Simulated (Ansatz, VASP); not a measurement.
**Hf2SnS2: VASP beside Ansatz**

Contents of INCAR:

```
SYSTEM = Hf2SnS2
PREC = Accurate
ENCUT = 600
EDIFF = 1E-6
ISMEAR = 0
SIGMA = 0.1
LREAL = .FALSE.
LASPH = .TRUE.
NELM = 100
ALGO = Normal
ISIF = 3
LWAVE = .FALSE.
LCHARG = .FALSE.
GGA = PE
IBRION = 2
NSW = 100
EDIFFG = -0.01
```

KPOINTS

```
Automatic mesh
0
G
  12 12 12
  0 0 0
```

Contents of POSCAR:

```
Hf2SnS2
1.0
   -2.3354271480      2.3354271480      4.8608754588
    2.3354271480     -2.3354271480      4.8608754588
    2.3354271480      2.3354271480     -4.8608754588
Hf Sn S
2 1 2
Direct
    0.7500000000      0.2500000000      0.5000000000
    0.2500000000      0.7500000000      0.5000000000
    0.0000000000      0.0000000000      0.0000000000
    0.3488900764      0.3488900764      0.0000000000
    0.6511099236      0.6511099236      0.0000000000
```

Input for Ansatz:

```yaml
crystal:
  lattice:
    - [-2.335427148, 2.335427148, 4.8608754588]
    - [2.335427148, -2.335427148, 4.8608754588]
    - [2.335427148, 2.335427148, -4.8608754588]
  atoms:
    - { symbol: Hf, position: [0.75, 0.25, 0.5] }
    - { symbol: Hf, position: [0.25, 0.75, 0.5] }
    - { symbol: Sn, position: [0.0, 0.0, 0.0] }
    - { symbol: S, position: [0.3488900764, 0.3488900764, 0.0] }
    - { symbol: S, position: [0.6511099236, 0.6511099236, 0.0] }
basis:
  ecutwfc: 420
kpoints:
  mp_grid: { grid: [12, 12, 12] }
hamiltonian:
  xc: pbe
scf:
  occupations: { method: gaussian, width: 0.1 }
output:
  forces: true
  stress: true
  eigenvalues: true
relax:
  adjacent_minimum: "off"
  f_tol: 0.01
  max_steps: 80
  cell: { stress_tol: 0.05 }
```

Change from the starting cell: species swapped into the CsCo2S2 type (I4/mmm, No. 139).

Alike in both runs: task relaxation of cell and atoms; functional PBE; k mesh 12 × 12 × 12; occupations gaussian, width 0.1 eV; no spin polarisation.

|  | VASP | Ansatz |
| --- | --- | --- |
| version | VASP 6.6.1 | Ansatz 0.2.0 |
| potentials or method | VASP PAW PBE potentials, release 64 (Hf_pv, Sn_d, S), cutoff 600 eV | scalar-relativistic, plane waves, PAW |
| valence electrons in the cell | 46 | 78 |

```tsv
	VASP	Ansatz	Ansatz less VASP
gap on the k mesh at the Fermi level, each at its own relaxed structure (eV)	none	none	-
relaxed volume (Å³/atom)	21.11	21.16	+0.056
relaxed length of the cell vector where the two differ most in proportion (Å)	5.867	5.867	+0.0009
```

A gap of «none» marks a metal or a gap that the smearing closes. VASP's potentials hold 46 valence electrons a cell and Ansatz's 78, so a difference there can come from the potentials and not from the codes.

Spin-orbit coupling is off throughout.
